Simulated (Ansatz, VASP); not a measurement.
BN: VASP beside Ansatz

```
B N
1.0
     2.75825    0.00000    0.00000
    -1.37913    2.38872    0.00000
     0.00000    0.00000    4.39593
B N
2 2
Direct
  0.66667 0.33333 0.99972
  0.33333 0.66667 0.49972
  0.66667 0.33333 0.62528
  0.33333 0.66667 0.12528
```

Change from the starting cell: strain +0.080 along x and y, +0.040 along z, atoms carried along.

Alike in both runs: task single point; functional PBEsol; k mesh 12 × 12 × 6; occupations gaussian, width 0.05 eV; no spin polarisation.

|  | VASP | Ansatz |
| --- | --- | --- |
| version | VASP 6.6.1 | Ansatz 0.2.0 |
| potentials or method | VASP PAW PBE potentials, release 64 (B, N), cutoff 520 eV | scalar-relativistic, plane waves, PAW |
| valence electrons in the cell | 16 | 16 |

```csv
,VASP,Ansatz,Ansatz less VASP
gap on the k mesh at the Fermi level (eV),5.26,5.27,+0.011
least direct gap on the mesh (eV),6.54,6.53,-0.008
pressure (GPa),-54.0,-54.1,-0.05
"traceless stress, the component that is largest in VASP (GPa)",13.72,13.63,-0.086
rms of the force components (eV/Å),0.055,0.058,+0.0028
```

VASP's potentials were made for PBE, not for PBEsol. Atom by atom the forces differ by 0.003 eV/Å (rms over components). Both programs put the cell under strong tension, so it lies far from rest at this level. With one functional, cell and mesh, what is left measures potentials, basis and numerics.

Noted on VASP's run: the cell as given lies far from equilibrium.
